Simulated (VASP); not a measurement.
# HfC (P6_3/mmc) in VASP: further runs

The runs below take HfC through single point, with LDA, r2SCAN.

All numbers are computed with VASP 6.6.1; they aren't measurements. Logs are shortened: lines on timing, memory, paths and dates and some standing lists are left out, and cuts for length are marked.

### Step 1. The cell of the first run

Symmetry: P6_3/mmc, No. 194, hexagonal system. The conventional cell has a = 3.365 Å, b = 3.365 Å, c = 5.237 Å, α = 90.00°, β = 90.00°, γ = 120.00°. Hf (site symmetry -6m2) has 6 C at 2.34 Å within 3.1 Å. Within 3.1 Å of C (site symmetry -3m) lie 6 Hf at 2.34 Å and 2 C at 2.62 Å.

### Step 2. Single point, LDA

INCAR

```
SYSTEM = HfC
PREC = Accurate
ENCUT = 520
EDIFF = 1E-7
ISMEAR = -1
SIGMA = 0.05
LREAL = .False.
LASPH = .True.
NELM = 60
ALGO = Normal
ISIF = 2
LWAVE = .False.
LCHARG = .False.
NBANDS = 22
```

KPOINTS

```
regular mesh
0
Gamma
  9 9 5
  0 0 0
```

POSCAR

```
HfC
1.0
    3.3650048841      0.0000000000      0.0000000000
   -1.6825024420      2.9141797134      0.0000000000
    0.0000000000      0.0000000000      5.2371700637
Hf C
2 2
Direct
    0.3333333333      0.6666666667      0.2500000000
    0.6666666667      0.3333333333      0.7500000000
    0.0000000000      0.0000000000      0.5000000000
    0.0000000000      0.0000000000      0.0000000000
```

Potentials or basis: VASP PAW LDA potentials, release 64 (Hf_pv, C).

Started as:

```console
cat potpaw_LDA.64/Hf_pv/POTCAR potpaw_LDA.64/C/POTCAR > POTCAR
mpirun -np 1 vasp_std > vasp.out
```

OUTCAR:

```text
SYSTEM = HfC
   PREC = Accurate
   ENCUT = 520
   EDIFF = 1E-7
   ISMEAR = -1
   LREAL = .False.
   LASPH = .True.
   NELM = 60
   ISIF = 2

 ion  position               nearest neighbor table
   1  0.333  0.667  0.250-   3 2.34   4 2.34   3 2.34   4 2.34   3 2.34   4 2.34   2 3.26   2 3.26
                             2 3.26   2 3.26   2 3.26   2 3.26
   2  0.667  0.333  0.750-   3 2.34   4 2.34   3 2.34   4 2.34   3 2.34   4 2.34   1 3.26   1 3.26
                             1 3.26   1 3.26   1 3.26   1 3.26
   3  0.000  0.000  0.500-   1 2.34   2 2.34   1 2.34   2 2.34   2 2.34   1 2.34
   4  0.000  0.000  0.000-   1 2.34   2 2.34   1 2.34   2 2.34   2 2.34   1 2.34

  LATTYP: Found a hexagonal cell.
 ALAT       =     3.3650048841
 C/A-ratio  =     1.5563632874

  Lattice vectors:

 A1 = (   3.3650048841,   0.0000000000,   0.0000000000)
 A2 = (  -1.6825024420,   2.9141797134,   0.0000000000)
 A3 = (   0.0000000000,   0.0000000000,   5.2371700637)

Analysis of symmetry for initial positions (statically):
=====================================================================
 Subroutine PRICEL returns:
 Original cell was already a primitive cell.

 Routine SETGRP: Setting up the symmetry group for a
 hexagonal supercell.

 Subroutine GETGRP returns: Found 24 space group operations
 (whereof 12 operations were pure point group operations)
 out of a pool of 24 trial point group operations.

The static configuration has the point symmetry D_3d.
 The point group associated with its full space group is D_6h.

Analysis of symmetry for dynamics (positions and initial velocities):
=====================================================================
 Subroutine PRICEL returns:
 Original cell was already a primitive cell.

 Routine SETGRP: Setting up the symmetry group for a
 hexagonal supercell.

 Subroutine GETGRP returns: Found 24 space group operations
 (whereof 12 operations were pure point group operations)
 out of a pool of 24 trial point group operations.

The dynamic configuration has the point symmetry D_3d.
 The point group associated with its full space group is D_6h.

 Subroutine INISYM returns: Found 24 space group operations
 (whereof 12 operations are pure point group operations),
 and found     1 'primitive' translations

----------------------------------------------------------------------------------------

                                     Primitive cell

[... 87 lines left out ...]
   ICHARG =      2    charge: 1-file 2-atom 10-const
   ISPIN  =      1    spin polarized calculation?
   LNONCOLLINEAR =      F non collinear calculations
   LSORBIT =      F    spin-orbit coupling
   LASPH  =      T    aspherical Exc in radial PAW
   ENCUT  =  520.0 eV  38.22 Ry    6.18 a.u.   6.26  6.26  9.74*2*pi/ulx,y,z
   NELM   =     60;   NELMIN=  2; NELMDL= -5     # of ELM steps
   EDIFF  = 0.1E-06   stopping-criterion for ELM
   LREAL  =      F    real-space projection
   EDIFFG = 0.1E-05   stopping-criterion for IOM
   NSW    =      0    number of steps for IOM
   IBRION =     -1    ionic relax: 0-MD 1-quasi-New 2-CG
   NFREE  =      0    steps in history (QN), initial steepest desc. (CG)
   ISIF   =      2    stress and relaxation
   ISYM   =      2    0-nonsym 1-usesym 2-fastsym
   POTIM  = 0.5000    time-step for ionic-motion
   TEBEG  =    0.0;   TEEND  =   0.0 temperature during run
   PSTRESS=    0.0 pullay stress
   NELECT =      28.0000    total number of electrons
   NUPDOWN=      -1.0000    fix difference up-down
   EMIN   =  10.00;   EMAX   =-10.00  energy-range for DOS
   EFERMI =   0.00;   METHOD = LEGACY
   ISMEAR =    -1;   SIGMA  =   0.05  broadening in eV -4-tet -1-fermi 0-gaus
   EFERMI_NEDOS =   21; number of points for ismear=-14 and -15
   IALGO  =     38    algorithm
   IMIX   =      4    mixing-type and parameters
     AMIX     =   0.40;   BMIX     =  1.00
     AMIX_MAG =   1.60;   BMIX_MAG =  1.00
  volume/ion in A,a.u.               =      12.84        86.64
  Fermi-wavevector in a.u.,A,eV,Ry     =   1.337400  2.527319 24.335903  1.788638
  Thomas-Fermi vector in A             =   2.465952
   LORBIT       =      0    0 simple, 1 ext, 2 COOP (PROOUT), +10 PAW based schemes
   GGA     = CA    functional components
   LHFCALC =     F    Hartree Fock is set to
   AEXX    =    0.0000 exact exchange contribution
   IVDW    =     0    specifies the selected vdW correction
   LEPSILON=     F    determine dielectric tensor
   LRPA    =     F    only Hartree local field effects (RPA)
 non-spin polarized calculation
  energy-cutoff  :      520.00
  volume of cell :       51.36
 maximum number of plane-waves:      1411
 NGX is ok and might be reduce to    28
   NGX = 13   NGY = 13   NGZ = 19

 number of electron      27.9999999 magnetization

 Free energy of the ion-electron system (eV)
  ---------------------------------------------------
  ext. energy  EPLUGINS =         0.00000000
  ---------------------------------------------------
  free energy    TOTEN  =       -44.84944308 eV

  energy without entropy =      -44.84461704  energy(sigma->0) =      -44.84703006

 E-fermi :   6.0922     XC(G=0): -12.3834

 val. band max:        6.0555865605   @ k =   0.2222   0.2222   0.2000
 cond. band min:       6.1677955429   @ k =   0.1111   0.1111   0.2000
 fundamental gap:      0.1122089823
 Fermi energy:         6.0922433174

 k-point     1 :       0.0000    0.0000    0.0000
  band No.  band energies     occupation
      1     -24.3619      2.00000
      2     -23.8270      2.00000
      3     -23.8270      2.00000
      4     -23.7407      2.00000
      5     -23.7407      2.00000
      6     -23.6602      2.00000
[... 589 lines left out ...]
     21      13.7782      0.00000
     22      13.7782      0.00000

 [... further k-points ...]
[... 5 lines left out ...]
  --------------------------------------------------------------------------------------
  -------------------------------------------------------------------------------------
  Total       -5.6378072     -5.6378072     -4.5036320     -0.0000000      0.0000000     -0.0000000
  in kB     -175.8822837   -175.8822837   -140.4994968     -0.0000000      0.0000000     -0.0000000
  external PRESSURE =    -164.0880214 kB  Pullay stress =       0.0000000 kB

 VOLUME and BASIS-vectors are now :
 -----------------------------------------------------------------------------
  energy-cutoff  :      520.00
  volume of cell :       51.36
      direct lattice vectors                 reciprocal lattice vectors
     3.365004884  0.000000000  0.000000000     0.297176389  0.171574868  0.000000000
    -1.682502442  2.914179713  0.000000000     0.000000000  0.343149736  0.000000000
     0.000000000  0.000000000  5.237170064     0.000000000  0.000000000  0.190942816

 POSITION                                       TOTAL-FORCE (eV/Angst)
 -----------------------------------------------------------------------------------
     -0.00000      1.94279      1.30929        -0.000000      0.000000      0.000000
      1.68250      0.97139      3.92788         0.000000     -0.000000      0.000000
      0.00000      0.00000      2.61859        -0.000000      0.000000      0.000000
      0.00000      0.00000      0.00000        -0.000000      0.000000      0.000000
 -----------------------------------------------------------------------------------
    total drift:                               -0.000000      0.000000     -0.000000

  FREE ENERGIE OF THE ION-ELECTRON SYSTEM (eV)
  ---------------------------------------------------
  free  energy   TOTEN  =       -44.8494430829 eV

  energy  without entropy=      -44.8446170435  energy(sigma->0) =      -44.84703006
```

It took 75 s on 1 thread of AMD EPYC 7R13, shared host; peak memory 0.15 GiB.

Results:

- Free energy: -44.8494 eV
- Pressure: -16.4 GPa
- Band gap on the k mesh: zero (band 14 reaches 7.11 eV, above the bottom of band 15 at 6.06 eV)

Caveat: spin-orbit coupling is left out, which moves the levels of the heavy elements.

### Step 3. Single point, LDA

This run uses another cell than the first one, of 13.09 Å³/atom, 1.020 times its volume.

INCAR

```
PREC = Accurate
ENCUT = 520
EDIFF = 1E-7
ISMEAR = -1
SIGMA = 0.05
LREAL = F
LASPH = T
NELM = 80
ALGO = Normal
ISIF = 2
LWAVE = F
LCHARG = T
LELF = T
LVHAR = T
NBANDS = 22
```

KPOINTS

```
Automatic mesh
0
Gamma
  9 9 5
```

POSCAR

```
HfC
1.0
    3.3868561774      0.0000000000      0.0000000000
   -1.6934280887      2.9331034886      0.0000000000
    0.0000000000      0.0000000000      5.2711786145
Hf C
2 2
Direct
    0.3333333333      0.6666666667      0.2500000000
    0.6666666667      0.3333333333      0.7500000000
    0.0000000000      0.0000000000      0.5000000000
    0.0000000000      0.0000000000      0.0000000000
```

Potentials or basis: VASP PAW LDA potentials, release 64 (Hf_pv, C).

Started as:

```console
cat potpaw_LDA.64/Hf_pv/POTCAR potpaw_LDA.64/C/POTCAR > POTCAR
mpirun -np 1 vasp_std > vasp.out
```

Wall time 80 s (1 thread of AMD EPYC 7R13, shared host); peak memory 0.15 GiB.

It converged, with:

| Item | Value |
| --- | --- |
| Free energy | -44.7350 eV |
| Pressure | -20.0 GPa |
| Band gap on the k mesh | zero (band 14 reaches 6.94 eV, above the bottom of band 15 at 5.91 eV) |

Stress tensor (GPa, compression positive):
```
-21.28   0.00   0.00
  0.00 -21.28   0.00
  0.00   0.00 -17.55
```

Levels at points of the mesh, in eV from the Fermi level:
```csv
k point,band 11,band 12,band 13,band 14,band 15,band 16,band 17,band 18
"(0.00, 0.00, 0.00)",-2.94,-1.11,-1.11,1.00,1.39,1.39,1.84,1.84
```

Caveat: spin-orbit coupling is left out, which moves the levels of the heavy elements.

### Step 4. Single point, LDA

This run uses another cell than the first one, of 13.34 Å³/atom, 1.039 times its volume.

INCAR

```
SYSTEM = HfC
PREC     = Accurate       ! precision mode
ENCUT    = 520            ! plane-wave cutoff, eV
EDIFF    = 1E-7           ! SCF threshold, eV
ISMEAR   = -1             ! smearing method
SIGMA    = 0.05           ! smearing width, eV
LREAL    = .FALSE.        ! projectors in reciprocal space
LASPH    = .TRUE.         ! aspherical terms in the spheres
NELM     = 60             ! most SCF steps
ALGO     = Normal         ! electronic algorithm
ISIF     = 2              ! what is computed and relaxed
LWAVE    = .FALSE.        ! write WAVECAR
LCHARG   = .FALSE.        ! write CHGCAR
GGA      = CA             ! functional
NBANDS   = 22             ! bands
```

KPOINTS

```
regular mesh
0
G
  9 9 5
  0 0 0
```

POSCAR

```
HfC
1.0
    3.4084290914      0.0000000000      0.0000000000
   -1.7042145456      2.9517861801      0.0000000000
    0.0000000000      0.0000000000      5.3047539058
Hf C
2 2
Direct
    0.3333333333      0.6666666667      0.2500000000
    0.6666666667      0.3333333333      0.7500000000
    0.0000000000      0.0000000000      0.5000000000
    0.0000000000      0.0000000000      0.0000000000
```

Started as:

```console
cat potpaw_LDA.64/Hf_pv/POTCAR potpaw_LDA.64/C/POTCAR > POTCAR
mpirun -np 1 vasp_std > vasp.out
```

It took 88 s on 1 thread of AMD EPYC 7R13, shared host; peak memory 0.15 GiB.

Results (log left out):

* Free energy: -44.5990 eV
* Pressure: -23.3 GPa
* Band gap on the k mesh: zero (band 14 reaches 6.79 eV, above the bottom of band 15 at 5.76 eV)

Stress tensor (GPa, compression positive):
```
-24.59   0.00   0.00
  0.00 -24.59   0.00
  0.00   0.00 -20.69
```

Levels at points of the mesh, in eV from the Fermi level:
```
           k point  band 11  band 12  band 13  band 14  band 15  band 16  band 17  band 18
(0.00, 0.00, 0.00)    -2.89    -1.09    -1.09     0.98     1.37     1.37     1.80     1.80
```

Caveat: spin-orbit coupling is left out, which moves the levels of the heavy elements.

### Step 5. Single point, r2SCAN

This run uses another cell than the first one, of 12.59 Å³/atom, 0.980 times its volume.

POSCAR

```
HfC
1.0
    3.3428660531      0.0000000000      0.0000000000
   -1.6714330265      2.8950069234      0.0000000000
    0.0000000000      0.0000000000      5.2027140000
Hf C
2 2
Direct
    0.3333333333      0.6666666667      0.2500000000
    0.6666666667      0.3333333333      0.7500000000
    0.0000000000      0.0000000000      0.5000000000
    0.0000000000      0.0000000000      0.0000000000
```

INCAR.step1

```
PREC = Accurate ; ENCUT = 520
ISMEAR = -1 ; SIGMA = 0.05
LREAL = False ; LASPH = True
NELM = 80 ; NBANDS = 22
GGA = PE ; ALGO = Normal
EDIFF = 1E-4 ; LWAVE = True
LCHARG = False
```

INCAR.step2

```
PREC = Accurate ; ENCUT = 520
EDIFF = 1E-6 ; ISMEAR = -1
SIGMA = 0.05 ; LREAL = False
LASPH = True ; NELM = 80
ALGO = Normal ; ISIF = 2
LWAVE = False ; LCHARG = False
METAGGA = R2SCAN ; LMIXTAU = True
NBANDS = 22 ; ISTART = 1
```

KPOINTS

```
regular mesh
0
Gamma
  9 9 5
```

Potentials or basis: VASP PAW PBE potentials, release 64 (Hf_pv, C).

Started as:

```console
cat potpaw_PBE.64/Hf_pv/POTCAR potpaw_PBE.64/C/POTCAR > POTCAR
cp INCAR.step1 INCAR
mpirun -np 1 vasp_std > vasp.out
cp INCAR.step2 INCAR
mpirun -np 1 vasp_std > vasp.out
```

Wall time 6.5 min (1 thread of AMD EPYC 7R13, shared host); peak memory 0.17 GiB.

It converged, with:

```
Free energy            : -113.7138 eV
Pressure               : -3.8 GPa
Band gap on the k mesh : zero (band 14 reaches 7.66 eV, above the bottom of band 15 at 6.35 eV)
```

Stress tensor (GPa, compression positive):
```
-5.82  0.00  0.00
 0.00 -5.82  0.00
 0.00  0.00  0.16
```

Levels at points of the mesh, in eV from the Fermi level:
```
           k point  band 11  band 12  band 13  band 14  band 15  band 16  band 17  band 18
(0.00, 0.00, 0.00)    -3.32    -1.39    -1.39     1.24     1.61     1.61     2.06     2.06
```

Caveat: the PAW data sets were made with another functional, which shifts forces and pressure a little; spin-orbit coupling is left out, which moves the levels of the heavy elements.

### Step 6. Overview

```csv
level,potentials or basis,cell,gap on the mesh (eV),pressure (GPa)
LDA,"VASP PAW LDA potentials, release 64 (Hf_pv, C)","a = 3.365, b = 3.365, c = 5.237 Å, angles 90.0, 90.0, 120.0°, 4 atoms",none,-16.4
LDA,"VASP PAW LDA potentials, release 64 (Hf_pv, C)","a = 3.387, b = 3.387, c = 5.271 Å, angles 90.0, 90.0, 120.0°, 4 atoms",none,-20.0
LDA,"VASP PAW LDA potentials, release 64 (Hf_pv, C)","a = 3.408, b = 3.408, c = 5.305 Å, angles 90.0, 90.0, 120.0°, 4 atoms",none,-23.3
r2SCAN,"VASP PAW PBE potentials, release 64 (Hf_pv, C)","a = 3.343, b = 3.343, c = 5.203 Å, angles 90.0, 90.0, 120.0°, 4 atoms",none,-3.8
```

Alike in all rows: task single point; no spin polarisation; k mesh 9 × 9 × 5; cutoff (eV) 520; smearing fermi-dirac 0.05 eV.

Caveats: spin-orbit coupling is left out, which moves the levels of the heavy elements; the PAW data sets were made with another functional, which shifts forces and pressure a little (some runs).

Total energies depend on the potentials used, so only differences within one code and one set of settings carry meaning.
